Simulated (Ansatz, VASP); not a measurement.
# Ta2N: VASP beside Ansatz

```
Ta N
1.0
     3.06190    0.00000    0.00000
    -1.53095    2.65168    0.00000
     0.00000    0.00000    4.78727
Ta N
2 1
Direct
  0.66667 0.33333 0.74669
  0.33333 0.66667 0.25331
  0.00000 0.00000 0.00000
```

Alike in both runs: functional LDA; k mesh 15 × 15 × 10; occupations gaussian, width 0.1 eV; no spin polarisation.

Ansatz relaxed the structure, and its values are those at the end. VASP's run is a single point on that final structure, the one shown.

```csv
,VASP,Ansatz
version,VASP 6.6.1,Ansatz 0.2.0
potentials or method,"VASP PAW LDA potentials, release 64 (Ta_pv, N), cutoff 520 eV","scalar-relativistic, plane waves, PAW"
valence electrons in the cell,27,31
```

|  | VASP | Ansatz | Ansatz less VASP |
| --- | --- | --- | --- |
| gap on the k mesh at the Fermi level (eV) | none | none | - |
| pressure (GPa) | 1.6 | 0.0 | -1.57 |
| rms of the force components (eV/Å) | 0.024 | 0.000 | -0.0237 |

Ansatz warns that its potentials were made for another functional, while VASP's fit it. LDA's correlation is that of Perdew and Zunger in VASP and of Perdew and Wang (1992) in Ansatz. A gap of «none» marks a metal or a gap that the smearing closes. VASP's potentials hold 27 valence electrons a cell and Ansatz's 31, so a difference there can come from the potentials and not from the codes.

Spin-orbit coupling is off throughout.
